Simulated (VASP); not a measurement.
# BaHfO3: single point with HSE06

Crystal: BaHfO3.

```xyz
5
Lattice="4.1771 0.0000 0.0000 0.0000 4.1771 0.0000 0.0000 0.0000 4.1771" Properties=species:S:1:pos:R:3 pbc="T T T"
Ba    0.0000    0.0000    0.0000
Hf    2.0885    2.0885    2.0885
O     2.0885    2.0885    0.0000
O     2.0885    0.0000    2.0885
O     0.0000    2.0885    2.0885
```

| Item | Value |
| --- | --- |
| Program | VASP 6.6.1 |
| Task | single point |
| Functional | HSE06 |
| Potentials or basis | VASP PAW PBE potentials, release 64 (Ba_sv, Hf_pv, O) |
| Cutoff | 520 eV |
| k mesh | 4 × 4 × 4 |
| Occupations | gaussian, width 0.01 eV |
| Spin | no spin polarisation |

The pressure is -1.5 GPa and the band gap on the k mesh is 5.05 eV (least direct gap 5.30 eV).

Levels at points of the mesh, in eV from the valence-band top:
| k point | band 16 | band 17 | band 18 | band 19 | band 20 | band 21 | band 22 | band 23 |
| --- | --- | --- | --- | --- | --- | --- | --- | --- |
| (0.00, 0.00, 0.00) | -1.06 | -0.25 | -0.25 | -0.25 | 5.05 | 5.05 | 5.05 | 6.19 |
| (0.50, 0.00, 0.00) | -1.81 | -1.75 | -0.61 | -0.61 | 5.65 | 8.02 | 8.02 | 8.09 |
| (0.50, 0.50, 0.00) | -1.19 | -0.99 | -0.99 | -0.08 | 7.91 | 7.91 | 8.23 | 8.57 |
| (0.50, 0.50, 0.50) | -2.66 | 0.00 | 0.00 | 0.00 | 7.60 | 7.60 | 7.60 | 9.65 |

It took 33 min on 1 thread of Oxide Virtual Turin-like Processor, on a shared host, peak memory 0.27 GiB.

Caveat: the PAW data sets were made with another functional, which shifts forces and pressure a little; spin-orbit coupling is left out, which moves the levels of the heavy elements. A k mesh can miss the band edges.
